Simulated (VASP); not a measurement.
A run of VASP 6.6.1 is set up as follows.

INCAR

```
SYSTEM = W19Se36
PREC = Accurate ; ENCUT = 400
EDIFF = 1E-6 ; ISMEAR = 0
SIGMA = 0.01 ; LREAL = Auto
LASPH = .TRUE. ; NELM = 120
ALGO = Normal ; ISIF = 2
LWAVE = .FALSE. ; LCHARG = .TRUE.
GGA = PE ; LELF = .TRUE.
LVHAR = .TRUE. ; NELECT = 480.0
NBANDS = 274 ; GGA_COMPAT = .FALSE.
```

The input KPOINTS:

```
Automatic mesh
0
Gamma
  1 1 1
  0.25 0.25 0.25
```

Contents of POSCAR:

```
W19Se36
1.0
    9.7497821400      0.0000000800      0.0000000000
   -4.8748911500      8.4435589800      0.0000000000
    0.0000000000      0.0000000000     12.8261208300
W Se
19 36
Direct
    0.2222222200      0.1111111100      0.7500000000
    0.1111111100      0.2222222200      0.2500000000
    0.2222222200      0.4444444400      0.7500000000
    0.1111111100      0.5555555600      0.2500000000
    0.2222222200      0.7777777800      0.7500000000
    0.1111111100      0.8888888900      0.2500000000
    0.5555555600      0.1111111100      0.7500000000
    0.4444444400      0.2222222200      0.2500000000
    0.5555555600      0.4444444400      0.7500000000
    0.4444444400      0.5555555600      0.2500000000
    0.5555555600      0.7777777800      0.7500000000
    0.4444444400      0.8888888900      0.2500000000
    0.8888888900      0.1111111100      0.7500000000
    0.7777777800      0.2222222200      0.2500000000
    0.8888888900      0.4444444400      0.7500000000
    0.7777777800      0.5555555600      0.2500000000
    0.8888888900      0.7777777800      0.7500000000
    0.7777777800      0.8888888900      0.2500000000
    0.6666670000      0.6666670000      0.0000000000
    0.1111111100      0.2222222200      0.8799483400
    0.2222222200      0.1111111100      0.3799483400
    0.1111111100      0.2222222200      0.6200516600
    0.2222222200      0.1111111100      0.1200516600
    0.1111111100      0.5555555600      0.8799483400
    0.2222222200      0.4444444400      0.3799483400
    0.1111111100      0.5555555600      0.6200516600
    0.2222222200      0.4444444400      0.1200516600
    0.1111111100      0.8888888900      0.8799483400
    0.2222222200      0.7777777800      0.3799483400
    0.1111111100      0.8888888900      0.6200516600
    0.2222222200      0.7777777800      0.1200516600
    0.4444444400      0.2222222200      0.8799483400
    0.5555555600      0.1111111100      0.3799483400
    0.4444444400      0.2222222200      0.6200516600
    0.5555555600      0.1111111100      0.1200516600
    0.4444444400      0.5555555600      0.8799483400
    0.5555555600      0.4444444400      0.3799483400
    0.4444444400      0.5555555600      0.6200516600
    0.5555555600      0.4444444400      0.1200516600
    0.4444444400      0.8888888900      0.8799483400
    0.5555555600      0.7777777800      0.3799483400
    0.4444444400      0.8888888900      0.6200516600
    0.5555555600      0.7777777800      0.1200516600
    0.7777777800      0.2222222200      0.8799483400
    0.8888888900      0.1111111100      0.3799483400
    0.7777777800      0.2222222200      0.6200516600
    0.8888888900      0.1111111100      0.1200516600
    0.7777777800      0.5555555600      0.8799483400
    0.8888888900      0.4444444400      0.3799483400
    0.7777777800      0.5555555600      0.6200516600
    0.8888888900      0.4444444400      0.1200516600
    0.7777777800      0.8888888900      0.8799483400
    0.8888888900      0.7777777800      0.3799483400
    0.7777777800      0.8888888900      0.6200516600
    0.8888888900      0.7777777800      0.1200516600
```

Potentials or basis: VASP PAW PBE potentials, release 64 (W_sv, Se).

The run is started by

```bash
$ cat potpaw_PBE.64/W_sv/POTCAR potpaw_PBE.64/Se/POTCAR > POTCAR
$ mpirun -np 1 vasp_std > vasp.out
```

**Question.** Estimate the largest force.

**Answer.** 0.910 eV/Å.

Forces on the atoms (eV/Å):
```
W   -0.001  0.001  0.093
W    0.001 -0.001 -0.093
W   -0.140 -0.081  0.138
W    0.000  0.001 -0.093
W    0.000 -0.001  0.093
W    0.140  0.081 -0.138
W    0.001  0.001  0.093
W    0.000 -0.162 -0.138
W    0.000 -0.670 -0.588
W   -0.580 -0.335  0.588
W   -0.580  0.335 -0.588
W   -0.140  0.081 -0.138
W    0.000  0.162  0.138
W   -0.001 -0.001 -0.093
W    0.140 -0.081  0.138
W    0.580 -0.335  0.588
W    0.580  0.335 -0.588
W    0.000  0.670  0.588
W    0.000  0.000  0.000
Se   0.032 -0.019  0.738
Se   0.098 -0.057  0.761
Se  -0.098  0.057 -0.761
Se  -0.032  0.019 -0.738
Se   0.000  0.037  0.738
Se   0.118  0.068  0.721
Se   0.000 -0.113 -0.761
Se  -0.048 -0.028 -0.821
Se   0.048  0.028  0.821
Se   0.000  0.113  0.761
Se  -0.118 -0.068 -0.721
Se   0.000 -0.037 -0.738
Se   0.000 -0.055  0.821
Se  -0.098 -0.057  0.761
Se   0.000  0.136 -0.721
Se   0.032  0.019 -0.738
Se  -0.787 -0.454 -0.053
Se   0.000  0.031  0.782
Se   0.027  0.016 -0.782
Se   0.000 -0.908  0.053
Se  -0.048  0.028  0.821
Se   0.027 -0.016  0.782
Se   0.118 -0.068 -0.721
Se  -0.787  0.454  0.053
Se  -0.032 -0.019  0.738
Se   0.000 -0.136  0.721
Se   0.098  0.057 -0.761
Se   0.000  0.055 -0.821
Se   0.787 -0.454 -0.053
Se  -0.118  0.068  0.721
Se  -0.027  0.016 -0.782
Se   0.048 -0.028 -0.821
Se   0.000  0.908 -0.053
Se  -0.027 -0.016  0.782
Se   0.000 -0.031 -0.782
Se   0.787  0.454  0.053
```

Caveat: the k points lie up to 0.74 Å⁻¹ apart; the cell carries a net charge on a neutralising background, which shifts energy and pressure.
